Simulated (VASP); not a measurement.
Crystal: BeSe3.

```
Be Se
1.0
     3.71814    0.00000    0.00000
     0.00000    3.71814    0.00000
     0.00000    0.00000   14.74102
Be Se
2 6
Direct
  0.50000 0.50000 0.00000
  0.00000 0.00000 0.00000
  0.50000 0.00000 0.91044
  0.00000 0.50000 0.08956
  0.00000 0.50000 0.38219
  0.50000 0.00000 0.38224
  0.50000 0.00000 0.61781
  0.00000 0.50000 0.61776
```

| Quantity | Value |
| --- | --- |
| Program | VASP 6.6.1 |
| Task | relaxation of cell and atoms |
| Functional | PBE |
| Potentials or basis | VASP PAW PBE potentials, release 64 (Be, Se) |
| Cutoff | 600 eV |
| k mesh | 8 × 8 × 2 |
| Occupations | gaussian, width 0.1 eV |
| Spin | no spin polarisation |

At the start: pressure 0.4 GPa; volume 25.47 Å³/atom.

Question: Where does the relaxation end?

Answer: Over 74 steps the energy falls by 37.2 meV/atom and the volume is 28.59 Å³/atom (+12.2 %); space group P4/nmm (No. 129, to 0.1 Å) before and after.

Step by step:
```csv
step,energy change (eV),largest force (eV/Å),pressure (GPa),volume (Å³)
1,0.0000,0.0785,0.38,203.79
3,-0.0035,0.0790,-0.11,205.73
5,-0.0080,0.1388,0.10,206.66
7,-0.0129,0.0371,0.08,209.28
9,-0.0134,0.0026,-0.08,210.52
11,-0.0138,0.0238,-0.07,211.06
13,-0.0148,0.0932,0.16,212.79
15,-0.0155,0.1167,0.26,213.42
17,-0.0161,0.1530,0.41,214.30
19,-0.0166,0.1725,0.45,214.88
21,-0.0173,0.2031,0.51,215.92
23,-0.0217,0.2464,0.46,218.36
25,-0.0276,0.3986,0.27,228.13
27,-0.0508,0.2240,-0.33,236.70
29,-0.0559,0.0581,-0.15,238.04
31,-0.0565,0.0604,0.02,237.86
33,-0.0581,0.0730,0.06,238.00
35,-0.0656,0.1047,0.26,238.63
37,-0.1002,0.3055,0.48,240.92
39,1.8131,2.1404,-1.79,246.94
41,-0.2548,0.5647,0.03,243.57
43,-0.2931,0.0224,0.03,243.77
45,-0.2931,0.0444,0.03,243.77
47,-0.2933,0.0154,-0.07,244.07
49,-0.2935,0.0202,0.00,243.50
51,-0.2938,0.0240,-0.02,242.74
53,-0.2947,0.0654,-0.08,239.35
55,-0.2948,0.0835,-0.09,237.95
57,-0.2951,0.0775,-0.09,237.48
59,-0.2960,0.0521,-0.04,235.35
61,-0.2966,0.0627,0.22,226.86
63,-0.2975,0.0268,0.05,228.28
65,-0.2975,0.0148,0.01,227.70
67,-0.2975,0.0235,0.05,228.14
69,-0.2975,0.0216,0.03,228.03
71,-0.2976,0.0255,-0.03,229.33
73,-0.2976,0.0138,0.00,228.73
74,-0.2976,0.0096,0.00,228.71
```

Final structure:
```
Be Se
1.0
     3.61989    0.00000    0.00000
     0.00000    3.61989    0.00000
     0.00000    0.00000   17.45406
Be Se
2 6
Direct
  0.50000 0.50000 0.00000
  0.00000 0.00000 0.00000
  0.50000 0.00000 0.92214
  0.00000 0.50000 0.07786
  0.00000 0.50000 0.34578
  0.50000 0.00000 0.38695
  0.50000 0.00000 0.65422
  0.00000 0.50000 0.61305
```

Caveat: a cell axis changed by over 15 % at a fixed basis, so the end point is rough; this functional lacks dispersion, which binds layers or chains, so the pressure and a relaxed spacing across them are unreliable.
